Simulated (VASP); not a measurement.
A run of VASP 6.6.1:

The input POSCAR:

```
Hf
1.0
    0.0000000000      2.2394800180      2.2394800180
    2.2394800180      0.0000000000      2.2394800180
    2.2394800180      2.2394800180      0.0000000000
Hf
1
Direct
    0.0000000000      0.0000000000      0.0000000000
```

File INCAR.step1:

```
ALGO = Normal
EDIFF = 1E-4
ENCUT = 520
GGA = PE
ISMEAR = -1
LASPH = T
LCHARG = F
LREAL = F
LWAVE = T
NBANDS = 11
NELM = 60
PREC = Accurate
SIGMA = 0.1
```

Contents of INCAR.step2:

```
ALGO = Normal
EDIFF = 1E-7
ENCUT = 520
ISIF = 2
ISMEAR = -1
ISTART = 1
LASPH = T
LCHARG = F
LMIXTAU = T
LREAL = F
LWAVE = F
METAGGA = R2SCAN
NBANDS = 11
NELM = 60
PREC = Accurate
SIGMA = 0.1
```

The input KPOINTS:

```
k-points
0
Gamma
  12 12 12
```

Potentials or basis: VASP PAW PBE potentials, release 64 (Hf_pv).

Command:

```console
$ cat potpaw_PBE.64/Hf_pv/POTCAR > POTCAR
$ cp INCAR.step1 INCAR
$ mpirun -np 1 vasp_std > vasp.out
$ cp INCAR.step2 INCAR
$ mpirun -np 1 vasp_std > vasp.out
```

Hardware: 1 thread of Intel(R) Xeon(R) 6975P-C (Granite Rapids), on a shared host.

Q: Estimate the wall time of this run.

A: It took 24 s on 1 thread of Intel(R) Xeon(R) 6975P-C (Granite Rapids), with other jobs on the host, peak memory 0.15 GiB. Counts: k points 72.
